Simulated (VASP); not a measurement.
A run of VASP 6.6.1 is set up as follows.

Contents of INCAR:

```
SYSTEM = Rb
  ALGO = Normal
  EDIFF = 1E-6
  ENCUT = 520
  GGA = CA
  ISIF = 2
  ISMEAR = -1
  LASPH = .TRUE.
  LCHARG = .FALSE.
  LREAL = .FALSE.
  LWAVE = .FALSE.
  NBANDS = 10
  NELM = 80
  PREC = Accurate
  SIGMA = 0.05
```

File KPOINTS:

```
k-points
0
G
  7 7 7
  0 0 0
```

Contents of POSCAR:

```
Rb
1.0
   -2.7836907084      2.7836907084      2.7836907084
    2.7836907084     -2.7836907084      2.7836907084
    2.7836907084      2.7836907084     -2.7836907084
Rb
1
Direct
    0.0000000000      0.0000000000      0.0000000000
```

Potentials or basis: VASP PAW LDA potentials, release 64 (Rb_sv).

Command:

```bash
$ cat potpaw_LDA.64/Rb_sv/POTCAR > POTCAR
$ mpirun -np 1 vasp_std > vasp.out
```

Task: What does it give for the pressure?

Result: -0.3 GPa.
